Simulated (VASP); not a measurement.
# TaC: single point with PBE

Crystal: TaC.

```
CELL_PARAMETERS angstrom
0.00000 2.22700 2.22700
2.22700 0.00000 2.22700
2.22700 2.22700 0.00000
ATOMIC_POSITIONS crystal
Ta 0.00000 0.00000 0.00000
C 0.50000 0.50000 0.50000
```

```yaml
Program: VASP 6.6.1
Task: single point
Functional: PBE
Potentials_or_basis: VASP PAW PBE potentials, release 64 (Ta_pv, C)
Cutoff: 600 eV
k_mesh: 6 × 6 × 6
Occupations: gaussian, width 0.1 eV
Spin: no spin polarisation
```

- Pressure: 5.3 GPa

Levels at points of the mesh, in eV from the Fermi level:
```tsv
k point	band 6	band 7	band 8	band 9	band 10	band 11
(0.00, 0.00, 0.00)	-1.26	-1.26	-0.45	-0.45	-0.45	0.74
(0.50, 0.00, 0.00)	-5.44	-5.44	2.81	2.81	3.78	5.46
(0.50, 0.50, 0.00)	-4.48	-1.74	-1.74	2.70	4.20	4.20
```

Wall time 4.6 s on 1 thread of AMD EPYC 9R45 96-Core Processor (Zen 5) (shared host), peak memory 0.13 GiB.

Caveat: the k points lie up to 0.41 Å⁻¹ apart; spin-orbit coupling is left out, which moves the levels of the heavy elements.
